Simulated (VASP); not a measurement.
# SnTe (P6_3/mmc) in VASP: further runs, part 2 of 2

VASP 6.6.1. Earlier steps stand in the parts before.

## 5. Single point, LDA

This run uses another cell than the first one, of 40.37 Å³/atom.

File INCAR:

```
SYSTEM = SnTe
ALGO = Normal ; EDIFF = 1E-6
ENCUT = 520 ; GGA = CA
ISIF = 2 ; ISMEAR = 0
LASPH = .TRUE. ; LCHARG = .TRUE.
LELF = .TRUE. ; LREAL = .FALSE.
LVHAR = .TRUE. ; LWAVE = .FALSE.
NBANDS = 28 ; NELM = 60
PREC = Accurate ; SIGMA = 0.01
```

File KPOINTS:

```
k-points
0
G
  6 6 4
  0 0 0
```

File POSCAR:

```
SnTe
1.0
    5.3879010630      0.0000000000      0.0000000000
   -2.6939505315      4.6660591936      0.0000000000
    0.0000000000      0.0000000000      6.4239308324
Sn Te
2 2
Direct
    0.3333333333      0.6666666667      0.2500000000
    0.6666666667      0.3333333333      0.7500000000
    0.6666666667      0.3333333333      0.2500000000
    0.3333333333      0.6666666667      0.7500000000
```

Potentials or basis: VASP PAW LDA potentials, release 64 (Sn_d, Te).

Started as:

```
$ cat potpaw_LDA.64/Sn_d/POTCAR potpaw_LDA.64/Te/POTCAR > POTCAR
$ mpirun -np 1 vasp_std > vasp.out
```

OUTCAR:

```text
SYSTEM = SnTe
   EDIFF = 1E-6
   ENCUT = 520
   GGA = CA
   ISIF = 2
   ISMEAR = 0
   LASPH = .TRUE.
   LREAL = .FALSE.
   NELM = 60
   PREC = Accurate

 ion  position               nearest neighbor table
   1  0.333  0.667  0.250-   3 3.11   3 3.11   3 3.11   4 3.21   4 3.21
   2  0.667  0.333  0.750-   4 3.11   4 3.11   4 3.11   3 3.21   3 3.21
   3  0.667  0.333  0.250-   1 3.11   1 3.11   1 3.11   2 3.21   2 3.21
   4  0.333  0.667  0.750-   2 3.11   2 3.11   2 3.11   1 3.21   1 3.21

  LATTYP: Found a hexagonal cell.
 ALAT       =     5.3879010630
 C/A-ratio  =     1.1922881948

  Lattice vectors:

 A1 = (   5.3879010630,   0.0000000000,   0.0000000000)
 A2 = (  -2.6939505315,   4.6660591936,   0.0000000000)
 A3 = (   0.0000000000,   0.0000000000,   6.4239308324)

Analysis of symmetry for initial positions (statically):
=====================================================================
 Subroutine PRICEL returns:
 Original cell was already a primitive cell.

 Routine SETGRP: Setting up the symmetry group for a
[... 166 lines left out ...]
  free energy    TOTEN  =       -16.82760744 eV

  energy without entropy =      -16.82760744  energy(sigma->0) =      -16.82760744

 E-fermi :   4.2829     XC(G=0):  -8.4196

 val. band max:        4.2279032661   @ k =   0.3333   0.3333   0.5000
 cond. band min:       4.6376746997   @ k =   0.3333   0.3333   0.5000
 fundamental gap:      0.4097714336
 Fermi energy:         4.2829333596

 k-point     1 :       0.0000    0.0000    0.0000
  band No.  band energies     occupation
      1     -17.5284      2.00000
      2     -17.5283      2.00000
      3     -17.5283      2.00000
      4     -17.5279      2.00000
      5     -17.5279      2.00000
      6     -17.5163      2.00000
[... 640 lines left out ...]
     27       9.0118      0.00000
     28       9.0118      0.00000

------------------------ aborting loop because EDIFF is reached ----------------------------------------

  FORCE on cell =-STRESS in cart. coord.  units (eV):
  Direction    XX          YY          ZZ          XY          YZ          ZX
  --------------------------------------------------------------------------------------
  -------------------------------------------------------------------------------------
  Total       -1.9925801     -1.9925801     -2.0697186      0.0000000      0.0000000      0.0000000
  in kB      -19.7676779    -19.7676779    -20.5329421      0.0000000      0.0000000      0.0000000
  external PRESSURE =     -20.0227660 kB  Pullay stress =       0.0000000 kB

 VOLUME and BASIS-vectors are now :
 -----------------------------------------------------------------------------
  energy-cutoff  :      520.00
  volume of cell :      161.50
      direct lattice vectors                 reciprocal lattice vectors
     5.387901063  0.000000000  0.000000000     0.185601032  0.107156806  0.000000000
    -2.693950532  4.666059194  0.000000000     0.000000000  0.214313612  0.000000000
     0.000000000  0.000000000  6.423930832     0.000000000  0.000000000  0.155667928

 POSITION                                       TOTAL-FORCE (eV/Angst)
 -----------------------------------------------------------------------------------
     -0.00000      3.11071      1.60598        -0.000000     -0.000000      0.000000
      2.69395      1.55535      4.81795        -0.000000      0.000000      0.000000
      2.69395      1.55535      1.60598         0.000000      0.000000      0.000000
     -0.00000      3.11071      4.81795        -0.000000     -0.000000      0.000000
 -----------------------------------------------------------------------------------
    total drift:                                0.000000     -0.000000      0.000000

  FREE ENERGIE OF THE ION-ELECTRON SYSTEM (eV)
  ---------------------------------------------------
  free  energy   TOTEN  =       -16.8276074361 eV

  energy  without entropy=      -16.8276074361  energy(sigma->0) =      -16.82760744
```

OSZICAR:

```text
N       E                     dE             d eps       ncg     rms          rms(c)
DAV:   1     0.334439791016E+03    0.33444E+03   -0.18594E+04  1184   0.156E+03
DAV:   2     0.279330359928E+02   -0.30651E+03   -0.29888E+03  1200   0.403E+02
DAV:   3    -0.149019918443E+02   -0.42835E+02   -0.41763E+02  1420   0.144E+02
DAV:   4    -0.169802955147E+02   -0.20783E+01   -0.20710E+01  1372   0.327E+01
DAV:   5    -0.170557432224E+02   -0.75448E-01   -0.75438E-01  1608   0.657E+00    0.612E+00
DAV:   6    -0.168490011310E+02    0.20674E+00   -0.44428E-01  1408   0.324E+00    0.413E+00
DAV:   7    -0.168315355394E+02    0.17466E-01   -0.16324E-01  1456   0.139E+00    0.927E-01
DAV:   8    -0.168275565009E+02    0.39790E-02   -0.23029E-02  1320   0.866E-01    0.437E-01
DAV:   9    -0.168276860893E+02   -0.12959E-03   -0.28908E-03  1292   0.278E-01    0.136E-01
DAV:  10    -0.168275711863E+02    0.11490E-03   -0.37670E-04  1384   0.113E-01    0.444E-02
DAV:  11    -0.168276088316E+02   -0.37645E-04   -0.16346E-04  1276   0.630E-02    0.284E-02
DAV:  12    -0.168276072970E+02    0.15346E-05   -0.12820E-05  1160   0.200E-02    0.126E-02
DAV:  13    -0.168276074361E+02   -0.13903E-06   -0.13114E-06   872   0.629E-03
   1 F= -.16827607E+02 E0= -.16827607E+02  d E =-.110493E-16
```

Run time: 68 s. Hardware: 1 thread of Intel Xeon 6975P-C (Granite Rapids), shared host; peak memory 0.25 GiB.

Results:

```yaml
Free_energy: -16.8276 eV
Pressure: -2.0 GPa
Band_gap_on_the_k_mesh: 0.41 eV
```

Caveat: spin-orbit coupling is left out, which moves the levels of the heavy elements.

## 6. Single point, PBE

This run uses another cell than the first one, of 41.16 Å³/atom.

File INCAR:

```
SYSTEM = SnTe
PREC = Accurate
ENCUT = 520
EDIFF = 1E-7
ISMEAR = -1
SIGMA = 0.02
LREAL = .FALSE.
LASPH = .TRUE.
NELM = 100
ALGO = Normal
ISIF = 2
LWAVE = .FALSE.
LCHARG = .FALSE.
GGA = PE
NBANDS = 28
```

File KPOINTS:

```
Automatic mesh
0
G
  6 6 4
  0 0 0
```

File POSCAR:

```
SnTe
1.0
    5.4194977401      0.0000000000      0.0000000000
   -2.7097488700      4.6934227187      0.0000000000
    0.0000000000      0.0000000000      6.4723229111
Sn Te
2 2
Direct
    0.3333333333      0.6666666667      0.2500000000
    0.6666666667      0.3333333333      0.7500000000
    0.6666666667      0.3333333333      0.2500000000
    0.3333333333      0.6666666667      0.7500000000
```

Potentials or basis: VASP PAW PBE potentials, release 64 (Sn_d, Te).

Started as:

```
$ cat potpaw_PBE.64/Sn_d/POTCAR potpaw_PBE.64/Te/POTCAR > POTCAR
$ mpirun -np 1 vasp_std > vasp.out
```

OUTCAR:

```text
SYSTEM = SnTe
   PREC = Accurate
   ENCUT = 520
   EDIFF = 1E-7
   ISMEAR = -1
   LREAL = .FALSE.
   LASPH = .TRUE.
   NELM = 100
   ISIF = 2
   GGA = PE

 ion  position               nearest neighbor table
   1  0.333  0.667  0.250-   3 3.13   3 3.13   3 3.13   4 3.24   4 3.24
   2  0.667  0.333  0.750-   4 3.13   4 3.13   4 3.13   3 3.24   3 3.24
   3  0.667  0.333  0.250-   1 3.13   1 3.13   1 3.13   2 3.24   2 3.24
   4  0.333  0.667  0.750-   2 3.13   2 3.13   2 3.13   1 3.24   1 3.24

  LATTYP: Found a hexagonal cell.
 ALAT       =     5.4194977401
 C/A-ratio  =     1.1942661888

  Lattice vectors:

 A1 = (   5.4194977401,   0.0000000000,   0.0000000000)
 A2 = (  -2.7097488700,   4.6934227187,   0.0000000000)
 A3 = (   0.0000000000,   0.0000000000,   6.4723229111)

Analysis of symmetry for initial positions (statically):
=====================================================================
 Subroutine PRICEL returns:
 Original cell was already a primitive cell.

 Routine SETGRP: Setting up the symmetry group for a
 hexagonal supercell.

 Subroutine GETGRP returns: Found 24 space group operations
 (whereof 12 operations were pure point group operations)
 out of a pool of 24 trial point group operations.

The static configuration has the point symmetry D_3d.
 The point group associated with its full space group is D_6h.

Analysis of symmetry for dynamics (positions and initial velocities):
=====================================================================
 Subroutine PRICEL returns:
 Original cell was already a primitive cell.

 Routine SETGRP: Setting up the symmetry group for a
 hexagonal supercell.

 Subroutine GETGRP returns: Found 24 space group operations
 (whereof 12 operations were pure point group operations)
 out of a pool of 24 trial point group operations.

The dynamic configuration has the point symmetry D_3d.
 The point group associated with its full space group is D_6h.

 Subroutine INISYM returns: Found 24 space group operations
 (whereof 12 operations are pure point group operations),
 and found     1 'primitive' translations

----------------------------------------------------------------------------------------

                                     Primitive cell

  volume of cell :     164.6300

  direct lattice vectors                    reciprocal lattice vectors
     5.419497740  0.000000000  0.000000000     0.184518944  0.106532062  0.000000000
    -2.709748870  4.693422719  0.000000000     0.000000000  0.213064124  0.000000000
     0.000000000  0.000000000  6.472322911     0.000000000  0.000000000  0.154504034

  length of vectors
     5.419497740  5.419497740  6.472322911     0.213064124  0.213064124  0.154504034

  position of ions in fractional coordinates (direct lattice)
     0.333333333  0.666666667  0.250000000
     0.666666667  0.333333333  0.750000000
     0.666666667  0.333333333  0.250000000
     0.333333333  0.666666667  0.750000000

  ion indices of the primitive-cell ions
   primitive index   ion index
                 1           1
                 2           2
                 3           3
                 4           4

----------------------------------------------------------------------------------------

 KPOINTS: Automatic mesh

Automatic generation of k-mesh.
 Grid dimensions read from file:
 generate k-points for:    6    6    4

 Generating k-lattice:

  Cartesian coordinates                     Fractional coordinates (reciprocal lattice)
     0.030753157  0.017755344  0.000000000     0.166666667 -0.000000000  0.000000000
     0.000000000  0.035510687  0.000000000     0.000000000  0.166666667  0.000000000
     0.000000000  0.000000000  0.038626009     0.000000000  0.000000000  0.250000000

  Length of vectors
     0.035510687  0.035510687  0.038626009

  Shift w.r.t. Gamma in fractional coordinates (k-lattice)
     0.000000000  0.000000000  0.000000000

 Subroutine IBZKPT returns following result:
 ===========================================

 Found     21 irreducible k-points:

 Following reciprocal coordinates:
            Coordinates               Weight
  0.000000  0.000000  0.000000      1.000000
  0.166667  0.000000  0.000000      6.000000
  0.333333  0.000000  0.000000      6.000000
  0.500000  0.000000  0.000000      3.000000
  0.166667  0.166667  0.000000      6.000000
  0.333333  0.166667  0.000000     12.000000
[... 13 lines left out ...]
  0.333333  0.166667  0.500000     12.000000
  0.333333  0.333333  0.500000      2.000000
   k-points           NKPTS =     21   k-points in BZ     NKDIM =     21   number of bands    NBANDS=     28
   number of dos      NEDOS =    301   number of ions     NIONS =      4
   total plane-waves  NPLWV =  76800
   dimension x,y,z NGX =    40 NGY =   40 NGZ =   48
   dimension x,y,z NGXF=    80 NGYF=   80 NGZF=   96
   ions per type =               2   2
   NGX,Y,Z   is equivalent  to a cutoff of  12.27, 12.27, 12.33 a.u.
   NGXF,Y,Z  is equivalent  to a cutoff of  24.54, 24.54, 24.66 a.u.
 SYSTEM =  SnTe
   PREC   = accura    normal or accurate (medium, high low for compatibility)
   ISTART =      0    job   : 0-new  1-cont  2-samecut
   ICHARG =      2    charge: 1-file 2-atom 10-const
   ISPIN  =      1    spin polarized calculation?
   LNONCOLLINEAR =      F non collinear calculations
   LSORBIT =      F    spin-orbit coupling
   LASPH  =      T    aspherical Exc in radial PAW
   ENCUT  =  520.0 eV  38.22 Ry    6.18 a.u.  10.08 10.08 12.03*2*pi/ulx,y,z
   NELM   =    100;   NELMIN=  2; NELMDL= -5     # of ELM steps
   EDIFF  = 0.1E-06   stopping-criterion for ELM
   LREAL  =      F    real-space projection
   EDIFFG = 0.1E-05   stopping-criterion for IOM
   NSW    =      0    number of steps for IOM
   IBRION =     -1    ionic relax: 0-MD 1-quasi-New 2-CG
   NFREE  =      0    steps in history (QN), initial steepest desc. (CG)
   ISIF   =      2    stress and relaxation
   ISYM   =      2    0-nonsym 1-usesym 2-fastsym
   POTIM  = 0.5000    time-step for ionic-motion
   TEBEG  =    0.0;   TEEND  =   0.0 temperature during run
   PSTRESS=    0.0 pullay stress
   NELECT =      40.0000    total number of electrons
   NUPDOWN=      -1.0000    fix difference up-down
   EMIN   =  10.00;   EMAX   =-10.00  energy-range for DOS
   EFERMI =   0.00;   METHOD = LEGACY
   ISMEAR =    -1;   SIGMA  =   0.02  broadening in eV -4-tet -1-fermi 0-gaus
   EFERMI_NEDOS =   21; number of points for ismear=-14 and -15
   IALGO  =     38    algorithm
   IMIX   =      4    mixing-type and parameters
     AMIX     =   0.40;   BMIX     =  1.00
     AMIX_MAG =   1.60;   BMIX_MAG =  1.00
  volume/ion in A,a.u.               =      41.16       277.74
  Fermi-wavevector in a.u.,A,eV,Ry     =   1.021547  1.930445 14.198484  1.043559
  Thomas-Fermi vector in A             =   2.155178
   LORBIT       =      0    0 simple, 1 ext, 2 COOP (PROOUT), +10 PAW based schemes
   GGA     = PE    functional components
   LHFCALC =     F    Hartree Fock is set to
   AEXX    =    0.0000 exact exchange contribution
   IVDW    =     0    specifies the selected vdW correction
   LEPSILON=     F    determine dielectric tensor
   LRPA    =     F    only Hartree local field effects (RPA)
 non-spin polarized calculation
  energy-cutoff  :      520.00
  volume of cell :      164.63
 maximum number of plane-waves:      4476
   NGX = 21   NGY = 21   NGZ = 25

 number of electron      40.0000017 magnetization

 Free energy of the ion-electron system (eV)
  ---------------------------------------------------
  ext. energy  EPLUGINS =         0.00000000
  ---------------------------------------------------
  free energy    TOTEN  =       -14.66332997 eV

  energy without entropy =      -14.66332978  energy(sigma->0) =      -14.66332987

 E-fermi :   4.5100     XC(G=0):  -8.0092

 val. band max:        4.2713948734   @ k =   0.3333   0.3333   0.5000
 cond. band min:       4.7490956656   @ k =   0.3333   0.3333   0.5000
 fundamental gap:      0.4777007922
 Fermi energy:         4.5099889293

 k-point     1 :       0.0000    0.0000    0.0000
  band No.  band energies     occupation
      1     -17.5786      2.00000
      2     -17.5786      2.00000
      3     -17.5782      2.00000
      4     -17.5782      2.00000
      5     -17.5765      2.00000
      6     -17.5682      2.00000
[... 20 lines left out ...]
     27       8.9667      0.00000
[... 598 lines left out ...]
      6     -17.5702      2.00000
[... 20 lines left out ...]
     27       9.0954      0.00000
     28       9.0954      0.00000

------------------------ aborting loop because EDIFF is reached ----------------------------------------

  FORCE on cell =-STRESS in cart. coord.  units (eV):
  Direction    XX          YY          ZZ          XY          YZ          ZX
  --------------------------------------------------------------------------------------
  -------------------------------------------------------------------------------------
  Total        0.0273425      0.0273425      0.0007435      0.0000000      0.0000000      0.0000000
  in kB        0.2660973      0.2660973      0.0072359      0.0000000      0.0000000      0.0000000
  external PRESSURE =       0.1798102 kB  Pullay stress =       0.0000000 kB

 VOLUME and BASIS-vectors are now :
 -----------------------------------------------------------------------------
  energy-cutoff  :      520.00
  volume of cell :      164.63
      direct lattice vectors                 reciprocal lattice vectors
     5.419497740  0.000000000  0.000000000     0.184518944  0.106532062  0.000000000
    -2.709748870  4.693422719  0.000000000     0.000000000  0.213064124  0.000000000
     0.000000000  0.000000000  6.472322911     0.000000000  0.000000000  0.154504034

 POSITION                                       TOTAL-FORCE (eV/Angst)
 -----------------------------------------------------------------------------------
     -0.00000      3.12895      1.61808        -0.000000     -0.000000     -0.000000
      2.70975      1.56447      4.85424         0.000000     -0.000000      0.000000
      2.70975      1.56447      1.61808        -0.000000      0.000000      0.000000
     -0.00000      3.12895      4.85424         0.000000     -0.000000      0.000000
 -----------------------------------------------------------------------------------
    total drift:                               -0.000000      0.000000     -0.000000

  FREE ENERGIE OF THE ION-ELECTRON SYSTEM (eV)
  ---------------------------------------------------
  free  energy   TOTEN  =       -14.6633299698 eV

  energy  without entropy=      -14.6633297792  energy(sigma->0) =      -14.66332987
```

OSZICAR:

```text
N       E                     dE             d eps       ncg     rms          rms(c)
DAV:   1     0.322542001246E+03    0.32254E+03   -0.18613E+04  1192   0.153E+03
DAV:   2     0.273863039259E+02   -0.29516E+03   -0.28777E+03  1216   0.389E+02
DAV:   3    -0.129639831522E+02   -0.40350E+02   -0.39382E+02  1432   0.140E+02
DAV:   4    -0.148103438827E+02   -0.18464E+01   -0.18417E+01  1348   0.310E+01
DAV:   5    -0.148758517681E+02   -0.65508E-01   -0.65504E-01  1660   0.609E+00    0.594E+00
DAV:   6    -0.146646803088E+02    0.21117E+00   -0.48555E-01  1368   0.324E+00    0.393E+00
DAV:   7    -0.146618496284E+02    0.28307E-02   -0.19258E-01  1472   0.146E+00    0.103E+00
DAV:   8    -0.146613379403E+02    0.51169E-03   -0.24968E-02  1260   0.903E-01    0.480E-01
DAV:   9    -0.146629771580E+02   -0.16392E-02   -0.32485E-03  1256   0.318E-01    0.960E-02
DAV:  10    -0.146630129242E+02   -0.35766E-04   -0.45427E-04  1340   0.130E-01    0.446E-02
DAV:  11    -0.146633310727E+02   -0.31815E-03   -0.64726E-04  1224   0.111E-01    0.499E-02
DAV:  12    -0.146633258942E+02    0.51785E-05   -0.29537E-05  1368   0.321E-02    0.269E-02
DAV:  13    -0.146633283113E+02   -0.24171E-05   -0.14505E-05  1236   0.189E-02    0.112E-02
DAV:  14    -0.146633290422E+02   -0.73085E-06   -0.95244E-07  1260   0.636E-03    0.747E-03
DAV:  15    -0.146633297607E+02   -0.71856E-06   -0.20508E-07   940   0.208E-03    0.202E-03
DAV:  16    -0.146633300059E+02   -0.24521E-06   -0.84638E-08   888   0.155E-03    0.478E-04
DAV:  17    -0.146633299698E+02    0.36164E-07   -0.59127E-09   712   0.555E-04
   1 F= -.14663330E+02 E0= -.14663330E+02  d E =-.190536E-06
```

stdout:

```text
POSCAR found type information on POSCAR SnTe
 POSCAR found :  2 types and       4 ions
 scaLAPACK will be used
 LDA part: xc-table for (Slater+PW92), standard interpolation
 POSCAR, INCAR and KPOINTS ok, starting setup
 FFT: planning ... GRIDC
 FFT: planning ... GRID_SOFT
 FFT: planning ... GRID
 WAVECAR not read
 entering main loop
```

Run time: 92 s. Hardware: 1 thread of Intel Xeon 6975P-C (Granite Rapids), shared host; peak memory 0.3 GiB.

What came out:

```yaml
Free_energy: -14.6633 eV
Pressure: 0.0 GPa
Band_gap_on_the_k_mesh: 0.48 eV
```

Caveat: spin-orbit coupling is left out, which moves the levels of the heavy elements.

## 7. The runs side by side

| level | potentials or basis | cell | smearing | gap on the mesh (eV) | pressure (GPa) |
| --- | --- | --- | --- | --- | --- |
| LDA | VASP PAW LDA potentials, release 64 (Sn_d, Te) | a = 5.276, b = 5.276, c = 6.295 Å, angles 90.0, 90.0, 120.0°, 4 atoms | fermi-dirac 0.02 eV | 0.21 | 0.0 |
| PBEsol | VASP PAW PBE potentials, release 64 (Sn_d, Te) | a = 5.330, b = 5.330, c = 6.353 Å, angles 90.0, 90.0, 120.0°, 4 atoms | fermi-dirac 0.02 eV | 0.34 | 0.0 |
| PBE | VASP PAW PBE potentials, release 64 (Sn_d, Te) | a = 5.388, b = 5.388, c = 6.424 Å, angles 90.0, 90.0, 120.0°, 4 atoms | fermi-dirac 0.02 eV | 0.44 | 0.6 |
| LDA | VASP PAW LDA potentials, release 64 (Sn_d, Te) | a = 5.388, b = 5.388, c = 6.424 Å, angles 90.0, 90.0, 120.0°, 4 atoms | gaussian 0.01 eV | 0.41 | -2.0 |
| PBE | VASP PAW PBE potentials, release 64 (Sn_d, Te) | a = 5.419, b = 5.419, c = 6.472 Å, angles 90.0, 90.0, 120.0°, 4 atoms | fermi-dirac 0.02 eV | 0.48 | 0.0 |

Alike in all rows: task single point; no spin polarisation; k mesh 6 × 6 × 4; cutoff (eV) 520.

Caveats: spin-orbit coupling is left out, which moves the levels of the heavy elements; the PAW data sets were made with another functional, which shifts forces and pressure a little (at least some runs).

Absolute energies hang on the potentials; compare differences alone.
